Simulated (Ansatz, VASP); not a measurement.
## One calculation of Bi, two programs

File POSCAR:

```
Bi
1.0
   -1.9568223914      1.9568223914      1.9568223914
    1.9568223914     -1.9568223914      1.9568223914
    1.9568223914      1.9568223914     -1.9568223914
Bi
1
Direct
    0.0000000000      0.0000000000      0.0000000000
```

INCAR.step1

```
SYSTEM = Bi
PREC     = Accurate       ! precision mode
ENCUT    = 520            ! plane-wave cutoff, eV
ISMEAR   = 0              ! smearing method
SIGMA    = 0.1            ! smearing width, eV
LREAL    = .False.        ! projectors in reciprocal space
LASPH    = .True.         ! aspherical terms in the spheres
NELM     = 80             ! most SCF steps
NBANDS   = 14             ! bands
GGA      = PE             ! functional
ALGO     = Normal         ! electronic algorithm
EDIFF    = 1E-4           ! SCF threshold, eV
LWAVE    = .True.         ! write WAVECAR
LCHARG   = .False.        ! write CHGCAR
```

INCAR.step2

```
SYSTEM = Bi
PREC     = Accurate       ! precision mode
ENCUT    = 520            ! plane-wave cutoff, eV
EDIFF    = 1E-7           ! SCF threshold, eV
ISMEAR   = 0              ! smearing method
SIGMA    = 0.1            ! smearing width, eV
LREAL    = .False.        ! projectors in reciprocal space
LASPH    = .True.         ! aspherical terms in the spheres
NELM     = 80             ! most SCF steps
ALGO     = Normal         ! electronic algorithm
ISIF     = 2              ! what is computed and relaxed
LWAVE    = .False.        ! write WAVECAR
LCHARG   = .False.        ! write CHGCAR
METAGGA  = R2SCAN         ! meta-GGA
LMIXTAU  = .True.       
NBANDS   = 14             ! bands
ISTART   = 1
```

Contents of KPOINTS:

```
Automatic mesh
0
Gamma
  16 16 16
  0 0 0
```

Input for Ansatz:

```yaml
crystal:
  lattice:
    - [-1.9568223914, 1.9568223914, 1.9568223914]
    - [1.9568223914, -1.9568223914, 1.9568223914]
    - [1.9568223914, 1.9568223914, -1.9568223914]
  atoms:
    - { symbol: Bi, position: [0.0, 0.0, 0.0] }
basis:
  ecutwfc: 500
kpoints:
  mp_grid: { grid: [16, 16, 16] }
  band_path:
    path:
      - [0.0, 0.0, 0.0]
      - [0.5, -0.5, 0.5]
      - [0.0, 0.0, 0.5]
      - [0.25, 0.25, 0.25]
    npoints: 1
hamiltonian:
  xc: r2scan
scf:
  occupations: { method: gaussian, width: 0.1 }
  n_extra_bands: 4
output:
  forces: true
  stress: true
  eigenvalues: true
```

Alike in both runs: task single point; functional r2SCAN; k mesh 16 × 16 × 16; occupations gaussian, width 0.1 eV; no spin polarisation.

|  | VASP | Ansatz |
| --- | --- | --- |
| version | VASP 6.6.1 | Ansatz 0.2.0 |
| potentials or method | VASP PAW PBE potentials, release 64 (Bi_d), cutoff 520 eV | scalar-relativistic, plane waves, PAW |
| valence electrons in the cell | 15 | 15 |

```csv
,VASP,Ansatz,Ansatz less VASP
gap on the k mesh at the Fermi level (eV),none,none,-
pressure (GPa),2.1,2.2,+0.02
```

VASP's potentials were made for PBE, not for r2SCAN. A gap of «none» marks a metal or a gap that the smearing closes. The functional is the same, so the differences come from potentials, cutoffs and numerics.

Neither program's run includes spin-orbit coupling.
